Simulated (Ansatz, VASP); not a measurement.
In2Fe in VASP and in Ansatz

```
In Fe
1.0
     0.00000    3.91144    3.91144
     3.91144    0.00000    3.91144
     3.91144    3.91144    0.00000
In Fe
4 2
Direct
  0.62500 0.62500 0.62500
  0.12500 0.62500 0.62500
  0.62500 0.62500 0.12500
  0.62500 0.12500 0.62500
  0.00000 0.00000 0.00000
  0.25000 0.25000 0.25000
```

Alike in both runs: task relaxation of cell and atoms; functional PBE; k mesh 4 × 4 × 4; occupations gaussian, width 0.1 eV; collinear spin.

|  | VASP | Ansatz |
| --- | --- | --- |
| version | VASP 6.6.1 | Ansatz 0.2.0 |
| potentials or method | VASP PAW PBE potentials, release 64 (In_d, Fe), cutoff 600 eV | scalar-relativistic, plane waves, PAW |
| valence electrons in the cell | 68 | 84 |

|  | VASP | Ansatz | Ansatz less VASP |
| --- | --- | --- | --- |
| gap on the k mesh at the Fermi level, each at its own relaxed structure (eV) | none | none | - |
| net moment per atom (μB) | 1.12 | 1.12 | +0.004 |
| size of the moment on the site where the two differ most (μB) | 3.24 | 3.37 | +0.128 |
| relaxed volume (Å³/atom) | 23.32 | 23.27 | -0.051 |
| relaxed length of the cell vector where the two differ most in proportion (Å) | 5.828 | 5.823 | -0.0042 |

Site moments also hang on the region over which each program counts them. A gap of «none» marks a metal or a gap that the smearing closes. VASP's potentials hold 68 valence electrons a cell and Ansatz's 84, so a difference there can come from the potentials and not from the codes.

Noted on VASP's run: the volume moved by over 15 % at a fixed basis, so the end points are rough.
